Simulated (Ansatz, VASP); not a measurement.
One calculation of Al2W2O, two programs

```xyz
5
Lattice="4.4200 0.0000 0.0000 -2.2100 3.8278 0.0000 0.0000 0.0000 6.0413" Properties=species:S:1:pos:R:3 pbc="T T T"
Al    0.0000    2.5519    0.0000
Al    2.2100    1.2759    0.0000
W     0.0000    0.0000    4.1314
W     0.0000    0.0000    1.9099
O     0.0000    0.0000    0.0000
```

Alike in both runs: functional PBE; k mesh 6 × 6 × 4; occupations gaussian, width 0.1 eV; no spin polarisation.

Ansatz relaxed the structure, and its values are those at the end. VASP's run is a single point on that final structure, the one shown.

|  | VASP | Ansatz |
| --- | --- | --- |
| version | VASP 6.6.1 | Ansatz 0.2.0 |
| potentials or method | VASP PAW PBE potentials, release 64 (Al, W_sv, O), cutoff 520 eV | scalar-relativistic, plane waves, PAW |
| valence electrons in the cell | 40 | 40 |

VASP gave:

- gap on the k mesh at the Fermi level (eV): none
- pressure (GPa): 0.9
- rms of the force components (eV/Å): 0.086

Task: Which values does Ansatz return?

Result: gap on the k mesh at the Fermi level (eV): none; pressure (GPa): 0.0; rms of the force components (eV/Å): 0.008.

A gap of «none» marks a metal or a gap that the smearing closes. The functional is the same, so the differences come from potentials, cutoffs and numerics.

Spin-orbit coupling is off throughout.
